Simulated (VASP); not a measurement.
# Zn3Cl2 (P-3m1) in VASP: a series of runs

Runs on Zn3Cl2. Level: PBE. Tasks: single point, relaxation of cell and atoms.

Everything below comes from runs of VASP 6.6.1. Logs are shortened: lines on timing, memory, paths and dates and some standing lists are left out, and cuts for length are marked.

### 1 The cell of the first run

The structure is trigonal, space group P-3m1 (No. 164). The conventional cell has a = 3.426 Å, b = 3.426 Å, c = 10.942 Å, α = 90.00°, β = 90.00°, γ = 120.00°. Zn (site symmetry -3m) has 12 Zn at 2.76 to 3.43 Å within 3.6 Å. Zn (site symmetry 3m) has 3 Cl at 2.46 Å and 3 Zn at 2.76 Å within 3.2 Å. Cl (site symmetry 3m) has 3 Zn at 2.46 Å within 3.2 Å.

### 2 Single point, PBE

INCAR

```
SYSTEM = Zn3Cl2
PREC = Accurate
ENCUT = 520
EDIFF = 1E-6
ISMEAR = 0
SIGMA = 0.1
LREAL = .False.
LASPH = .True.
NELM = 80
ALGO = Normal
ISIF = 2
LWAVE = .False.
LCHARG = .False.
GGA = PE
NBANDS = 33
```

KPOINTS

```
Automatic mesh
0
Gamma
  12 12 4
  0 0 0
```

POSCAR

```
Zn3Cl2
1.0
    3.4256284554      0.0000000000      0.0000000000
   -1.7128142277      2.9666812663      0.0000000000
    0.0000000000      0.0000000000     10.9415052012
Zn Cl
3 2
Direct
    0.0000000000      0.0000000000      0.0000000000
    0.3333333333      0.6666666667      0.8234986098
    0.6666666667      0.3333333333      0.1765013902
    0.3333333333      0.6666666667      0.3101892389
    0.6666666667      0.3333333333      0.6898107611
```

Potentials or basis: VASP PAW PBE potentials, release 64 (Zn, Cl).

The run is started by

```sh
$ cat potpaw_PBE.64/Zn/POTCAR potpaw_PBE.64/Cl/POTCAR > POTCAR
$ mpirun -np 1 vasp_std > vasp.out
```

OUTCAR:

```text
SYSTEM = Zn3Cl2
   PREC = Accurate
   ENCUT = 520
   EDIFF = 1E-6
   ISMEAR = 0
   LREAL = .False.
   LASPH = .True.
   NELM = 80
   ISIF = 2
   GGA = PE

 ion  position               nearest neighbor table
   1  0.000  0.000  0.000-   2 2.76   3 2.76   2 2.76   3 2.76   3 2.76   2 2.76
   2  0.333  0.667  0.823-   5 2.46   5 2.46   5 2.46   1 2.76   1 2.76   1 2.76
   3  0.667  0.333  0.177-   4 2.46   4 2.46   4 2.46   1 2.76   1 2.76   1 2.76
   4  0.333  0.667  0.310-   3 2.46   3 2.46   3 2.46
   5  0.667  0.333  0.690-   2 2.46   2 2.46   2 2.46

  LATTYP: Found a hexagonal cell.
 ALAT       =     3.4256284554
 C/A-ratio  =     3.1940139871

  Lattice vectors:

 A1 = (   3.4256284554,   0.0000000000,   0.0000000000)
 A2 = (  -1.7128142277,   2.9666812663,   0.0000000000)
 A3 = (   0.0000000000,   0.0000000000,  10.9415052012)

Analysis of symmetry for initial positions (statically):
=====================================================================
 Subroutine PRICEL returns:
 Original cell was already a primitive cell.

 Routine SETGRP: Setting up the symmetry group for a
 hexagonal supercell.

 Subroutine GETGRP returns: Found 12 space group operations
 (whereof 12 operations were pure point group operations)
 out of a pool of 24 trial point group operations.

The static configuration has the point symmetry D_3d.

Analysis of symmetry for dynamics (positions and initial velocities):
=====================================================================
 Subroutine PRICEL returns:
 Original cell was already a primitive cell.

 Routine SETGRP: Setting up the symmetry group for a
 hexagonal supercell.

 Subroutine GETGRP returns: Found 12 space group operations
 (whereof 12 operations were pure point group operations)
 out of a pool of 24 trial point group operations.

The dynamic configuration has the point symmetry D_3d.

 Subroutine INISYM returns: Found 12 space group operations
 (whereof 12 operations are pure point group operations),
 and found     1 'primitive' translations

----------------------------------------------------------------------------------------

                                     Primitive cell

  volume of cell :     111.1958

  direct lattice vectors                    reciprocal lattice vectors
     3.425628455  0.000000000  0.000000000     0.291917239  0.168538496  0.000000000
    -1.712814228  2.966681266  0.000000000     0.000000000  0.337076993  0.000000000
     0.000000000  0.000000000 10.941505201     0.000000000  0.000000000  0.091395103

  length of vectors
     3.425628455  3.425628455 10.941505201     0.337076993  0.337076993  0.091395103

  position of ions in fractional coordinates (direct lattice)
     0.000000000  0.000000000  0.000000000
     0.333333333  0.666666667  0.823498610
     0.666666667  0.333333333  0.176501390
     0.333333333  0.666666667  0.310189239
     0.666666667  0.333333333  0.689810761

  ion indices of the primitive-cell ions
   primitive index   ion index
                 1           1
                 2           2
                 3           3
                 4           4
                 5           5

----------------------------------------------------------------------------------------

 KPOINTS: Automatic mesh

Automatic generation of k-mesh.
 Grid dimensions read from file:
 generate k-points for:   12   12    4

 Generating k-lattice:

  Cartesian coordinates                     Fractional coordinates (reciprocal lattice)
     0.024326437  0.014044875  0.000000000     0.083333333  0.000000000  0.000000000
     0.000000000  0.028089749  0.000000000     0.000000000  0.083333333  0.000000000
     0.000000000  0.000000000  0.022848776     0.000000000  0.000000000  0.250000000

  Length of vectors
     0.028089749  0.028089749  0.022848776

  Shift w.r.t. Gamma in fractional coordinates (k-lattice)
     0.000000000  0.000000000  0.000000000

 Subroutine IBZKPT returns following result:
 ===========================================

 Found     69 irreducible k-points:

 Following reciprocal coordinates:
            Coordinates               Weight
  0.000000  0.000000  0.000000      1.000000
  0.083333 -0.000000  0.000000      6.000000
  0.166667  0.000000  0.000000      6.000000
  0.250000  0.000000  0.000000      6.000000
  0.333333  0.000000  0.000000      6.000000
  0.416667  0.000000  0.000000      6.000000
[... 16 lines left out ...]
  0.166667  0.000000  0.250000      6.000000
  0.000000  0.166667  0.250000      6.000000
 [... further k-points ...]
   k-points           NKPTS =     69   k-points in BZ     NKDIM =     69   number of bands    NBANDS=     33
   number of dos      NEDOS =    301   number of ions     NIONS =      5
   total plane-waves  NPLWV =  65856
   dimension x,y,z NGX =    28 NGY =   28 NGZ =   84
   dimension x,y,z NGXF=    56 NGYF=   56 NGZF=  168
   ions per type =               3   2
   NGX,Y,Z   is equivalent  to a cutoff of  13.59, 13.59, 12.76 a.u.
   NGXF,Y,Z  is equivalent  to a cutoff of  27.18, 27.18, 25.53 a.u.
 SYSTEM =  Zn3Cl2
   PREC   = accura    normal or accurate (medium, high low for compatibility)
   ISTART =      0    job   : 0-new  1-cont  2-samecut
   ICHARG =      2    charge: 1-file 2-atom 10-const
   ISPIN  =      1    spin polarized calculation?
   LNONCOLLINEAR =      F non collinear calculations
   LSORBIT =      F    spin-orbit coupling
   LASPH  =      T    aspherical Exc in radial PAW
   ENCUT  =  520.0 eV  38.22 Ry    6.18 a.u.   6.37  6.37 20.34*2*pi/ulx,y,z
   NELM   =     80;   NELMIN=  2; NELMDL= -5     # of ELM steps
   EDIFF  = 0.1E-05   stopping-criterion for ELM
   LREAL  =      F    real-space projection
   EDIFFG = 0.1E-04   stopping-criterion for IOM
   NSW    =      0    number of steps for IOM
   IBRION =     -1    ionic relax: 0-MD 1-quasi-New 2-CG
   NFREE  =      0    steps in history (QN), initial steepest desc. (CG)
   ISIF   =      2    stress and relaxation
   ISYM   =      2    0-nonsym 1-usesym 2-fastsym
   POTIM  = 0.5000    time-step for ionic-motion
   TEBEG  =    0.0;   TEEND  =   0.0 temperature during run
   PSTRESS=    0.0 pullay stress
   NELECT =      50.0000    total number of electrons
   NUPDOWN=      -1.0000    fix difference up-down
   EMIN   =  10.00;   EMAX   =-10.00  energy-range for DOS
   EFERMI =   0.00;   METHOD = LEGACY
   ISMEAR =     0;   SIGMA  =   0.10  broadening in eV -4-tet -1-fermi 0-gaus
   EFERMI_NEDOS =   21; number of points for ismear=-14 and -15
   IALGO  =     38    algorithm
   IMIX   =      4    mixing-type and parameters
     AMIX     =   0.40;   BMIX     =  1.00
     AMIX_MAG =   1.60;   BMIX_MAG =  1.00
  volume/ion in A,a.u.               =      22.24       150.08
  Fermi-wavevector in a.u.,A,eV,Ry     =   1.254206  2.370105 21.402398  1.573032
  Thomas-Fermi vector in A             =   2.388022
   LORBIT       =      0    0 simple, 1 ext, 2 COOP (PROOUT), +10 PAW based schemes
   GGA     = PE    functional components
   LHFCALC =     F    Hartree Fock is set to
   AEXX    =    0.0000 exact exchange contribution
   IVDW    =     0    specifies the selected vdW correction
   LEPSILON=     F    determine dielectric tensor
   LRPA    =     F    only Hartree local field effects (RPA)
 non-spin polarized calculation
 Gauss-broadening in eV      SIGMA  =   0.10
  energy-cutoff  :      520.00
  volume of cell :      111.20
 maximum number of plane-waves:      3023
 NGX is ok and might be reduce to    28
   NGX = 13   NGY = 13   NGZ = 41

 number of electron      50.0000009 magnetization

 Free energy of the ion-electron system (eV)
  ---------------------------------------------------
  ext. energy  EPLUGINS =         0.00000000
  ---------------------------------------------------
  free energy    TOTEN  =        -9.39938173 eV

  energy without entropy =       -9.39725194  energy(sigma->0) =       -9.39831684

 E-fermi :   1.4679     XC(G=0):  -9.0396

 val. band max:        1.4487684625   @ k =   0.2500   0.2500   0.5000
 cond. band min:       1.7932465338   @ k =  -0.2500  -0.4167   0.2500
 fundamental gap:      0.3444780713
 Fermi energy:         1.4678578859

 k-point     1 :       0.0000    0.0000    0.0000
  band No.  band energies     occupation
      1     -14.8017      2.00000
      2     -14.7808      2.00000
      3      -6.1731      2.00000
      4      -5.7934      2.00000
      5      -5.7934      2.00000
      6      -5.7636      2.00000
[... 25 lines left out ...]
     32       9.6550      0.00000
     33       9.6550      0.00000

 k-point     2 :       0.0833   -0.0000    0.0000
  band No.  band energies     occupation
      1     -14.7592      2.00000
      2     -14.7389      2.00000
      3      -6.0971      2.00000
      4      -5.7942      2.00000
      5      -5.7866      2.00000
      6      -5.7435      2.00000
[... 25 lines left out ...]
     32       9.1845      0.00000
     33       9.7455      0.00000

 k-point     3 :       0.1667    0.0000    0.0000
  band No.  band energies     occupation
      1     -14.6396      2.00000
      2     -14.6211      2.00000
      3      -5.9400      2.00000
      4      -5.7870      2.00000
      5      -5.7706      2.00000
      6      -5.7056      2.00000
[... 25 lines left out ...]
     32       9.1180      0.00000
     33       9.7594      0.00000

 k-point     4 :       0.2500    0.0000    0.0000
  band No.  band energies     occupation
      1     -14.4675      2.00000
      2     -14.4519      2.00000
      3      -5.8906      2.00000
      4      -5.7704      2.00000
      5      -5.7560      2.00000
      6      -5.7017      2.00000
[... 25 lines left out ...]
     32       8.5857      0.00000
     33       9.5589      0.00000

 k-point     5 :       0.3333    0.0000    0.0000
  band No.  band energies     occupation
      1     -14.2834      2.00000
      2     -14.2716      2.00000
      3      -5.9011      2.00000
      4      -5.7684      2.00000
      5      -5.7505      2.00000
      6      -5.7223      2.00000
[... 604 lines left out ...]
 k-point    22 :       0.0000    0.0833    0.2500
  band No.  band energies     occupation
      1     -14.7578      2.00000
      2     -14.7403      2.00000
      3      -6.0838      2.00000
      4      -5.7952      2.00000
      5      -5.7865      2.00000
      6      -5.7434      2.00000
[... 25 lines left out ...]
     32       9.1369      0.00000
     33       9.7377      0.00000

 k-point    23 :       0.1667    0.0000    0.2500
  band No.  band energies     occupation
      1     -14.6385      2.00000
      2     -14.6223      2.00000
      3      -5.9370      2.00000
      4      -5.7895      2.00000
      5      -5.7706      2.00000
      6      -5.7035      2.00000
[... 25 lines left out ...]
     32       9.0436      0.00000
     33       9.7617      0.00000

 k-point    24 :       0.0000    0.1667    0.2500
  band No.  band energies     occupation
      1     -14.6385      2.00000
      2     -14.6223      2.00000
      3      -5.9330      2.00000
      4      -5.7875      2.00000
      5      -5.7706      2.00000
      6      -5.7057      2.00000
[... 25 lines left out ...]
     32       9.0875      0.00000
     33       9.7610      0.00000

 [... further k-points ...]
[... 5 lines left out ...]
  --------------------------------------------------------------------------------------
  -------------------------------------------------------------------------------------
  Total        0.0533636      0.0533636      0.1054033      0.0000000      0.0000000     -0.0000000
  in kB        0.7688962      0.7688962      1.5187155      0.0000000      0.0000000     -0.0000000
  external PRESSURE =       1.0188360 kB  Pullay stress =       0.0000000 kB

 VOLUME and BASIS-vectors are now :
 -----------------------------------------------------------------------------
  energy-cutoff  :      520.00
  volume of cell :      111.20
      direct lattice vectors                 reciprocal lattice vectors
     3.425628455  0.000000000  0.000000000     0.291917239  0.168538496  0.000000000
    -1.712814228  2.966681266  0.000000000     0.000000000  0.337076993  0.000000000
     0.000000000  0.000000000 10.941505201     0.000000000  0.000000000  0.091395103

 POSITION                                       TOTAL-FORCE (eV/Angst)
 -----------------------------------------------------------------------------------
      0.00000      0.00000      0.00000        -0.000000      0.000000      0.000000
     -0.00000      1.97779      9.01031         0.000000      0.000000      0.020089
      1.71281      0.98889      1.93119        -0.000000      0.000000     -0.020089
     -0.00000      1.97779      3.39394         0.000000      0.000000      0.030176
      1.71281      0.98889      7.54757         0.000000      0.000000     -0.030176
 -----------------------------------------------------------------------------------
    total drift:                                0.000000      0.000000      0.000000

  FREE ENERGIE OF THE ION-ELECTRON SYSTEM (eV)
  ---------------------------------------------------
  free  energy   TOTEN  =        -9.3993817302 eV

  energy  without entropy=       -9.3972519448  energy(sigma->0) =       -9.39831684
```

It took 2.8 min on 1 thread of Intel Xeon Platinum 8559C (Emerald Rapids), shared host; peak memory 0.36 GiB.

Results:

* Free energy: -9.3994 eV
* Pressure: 0.1 GPa
* Largest force: 0.030 eV/Å
* Band gap on the k mesh: zero (bands 25 and 26 overlap by 0.62 eV)

Forces on the atoms (eV/Å):
```
Zn   0.000  0.000  0.000
Zn   0.000  0.000  0.020
Zn   0.000  0.000 -0.020
Cl   0.000  0.000  0.030
Cl   0.000  0.000 -0.030
```

Caveat: this functional lacks dispersion, which binds layers or chains, so the pressure and a relaxed spacing across them are unreliable.

### 3 Relaxation of cell and atoms, PBE

This run uses another cell than the first one, of 22.08 Å³/atom.

INCAR

```
ALGO = Normal
EDIFF = 1E-6
EDIFFG = -0.01
ENCUT = 600
GGA = PE
IBRION = 2
ISIF = 3
ISMEAR = 0
LASPH = True
LCHARG = False
LREAL = False
LWAVE = False
NELM = 80
NSW = 100
PREC = Accurate
SIGMA = 0.1
```

KPOINTS

```
k-points
0
Gamma
  12 12 4
```

POSCAR

```
Zn3Cl2
1.0
    3.4633908772      0.0000000000      0.0000000000
   -1.7316954386      2.9993844829      0.0000000000
    0.0000000000      0.0000000000     10.6256351715
Zn Cl
3 2
Direct
    0.0000000000      0.0000000000      0.0000000000
    0.3333333333      0.6666666667      0.8240122834
    0.6666666667      0.3333333333      0.1759877166
    0.3333333333      0.6666666667      0.3122520408
    0.6666666667      0.3333333333      0.6877479592
```

Potentials or basis: VASP PAW PBE potentials, release 64 (Zn, Cl).

The run is started by

```sh
$ cat potpaw_PBE.64/Zn/POTCAR potpaw_PBE.64/Cl/POTCAR > POTCAR
$ mpirun -np 1 vasp_std > vasp.out
```

Run time: 12 min. Hardware: 1 thread of Intel Xeon Platinum 8559C (Emerald Rapids), shared host; peak memory 0.4 GiB.

The run converged. Its results:

```
Free energy                           : -9.3991 eV
Relaxed volume                        : 22.09 Å³/atom
Relaxed cell                          : a = 3.426 Å, b = 3.426 Å, c = 10.868 Å, α = 90.00°, β = 90.00°, γ = 120.00°
Space group after relaxing (to 0.1 Å) : P-3m1 (No. 164)
Energy gained by relaxing             : 2.8 meV/atom
Ionic steps                           : 6
Pressure after relaxing               : 0.0 GPa
Band gap on the k mesh                : zero (bands 25 and 26 overlap by 0.62 eV)
```

Step by step:
```csv
step,energy change (eV),largest force (eV/Å),pressure (GPa),volume (Å³)
1,0.0000,0.1034,0.09,110.38
2,-0.0067,0.0906,-0.02,110.58
3,-0.0124,0.0870,-0.36,111.16
4,-0.0130,0.0596,-0.31,111.02
5,-0.0136,0.0358,0.24,110.11
6,-0.0139,0.0016,0.01,110.45
```

Final structure:
```
Zn Cl
1.0
     3.42554    0.00000    0.00000
    -1.71277    2.96661    0.00000
     0.00000    0.00000   10.86833
Zn Cl
3 2
Direct
  0.00000 0.00000 0.00000
  0.33333 0.66667 0.82214
  0.66667 0.33333 0.17786
  0.33333 0.66667 0.31283
  0.66667 0.33333 0.68717
```

Levels at points of the mesh, in eV from the Fermi level:
```
           k point  band 21  band 22  band 23  band 24  band 25  band 26  band 27  band 28  band 29  band 30
(0.00, 0.00, 0.00)    -2.22    -2.22    -2.22    -2.22    -1.52     2.44     4.59     6.72     7.26     7.73
(0.50, 0.00, 0.00)    -4.04    -2.99    -2.94    -2.11    -1.89     0.99     1.51     4.21     5.02     5.34
(0.00, 0.00, 0.50)    -2.23    -2.23    -2.22    -2.22    -1.79     2.85     4.25     6.75     7.20     7.74
(0.50, 0.00, 0.50)    -4.08    -2.97    -2.95    -2.14    -1.92     1.07     1.58     4.06     5.03     5.19
```

Caveat: this functional lacks dispersion, which binds layers or chains, so the pressure and a relaxed spacing across them are unreliable.

The gap in the log of VASP goes by the Fermi energy; the results here count the filled bands.